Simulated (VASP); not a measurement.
Here is a VASP 6.6.1 calculation.

INCAR

```
PREC = Accurate
ENCUT = 500
EDIFF = 1E-6
ISMEAR = -1
SIGMA = 0.05
LREAL = F
LASPH = T
NELM = 120
ALGO = Normal
ISIF = 2
LWAVE = F
LCHARG = F
GGA = PE
NBANDS = 16
GGA_COMPAT = F
```

File KPOINTS:

```
Automatic mesh
0
Gamma
  15 15 15
```

The input POSCAR:

```
ZnS
1.0
    0.0000000000      2.5517286076      2.5517286076
    2.5517286076      0.0000000000      2.5517286076
    2.5517286076      2.5517286076      0.0000000000
Zn S
1 1
Direct
    0.0000000000      0.0000000000      0.0000000000
    0.5000000000      0.5000000000      0.5000000000
```

Potentials or basis: VASP PAW PBE potentials, release 64 (Zn, S).

The run is started by

```bash
$ cat potpaw_PBE.64/Zn/POTCAR potpaw_PBE.64/S/POTCAR > POTCAR
$ mpirun -np 1 vasp_std > vasp.out
```

Problem. What does it give for the pressure?

Solution. 0.2 GPa.

Problem. Estimate the band gap on the k mesh.

Solution. Zero (band 9 reaches 3.80 eV, above the bottom of band 10 at 3.56 eV).
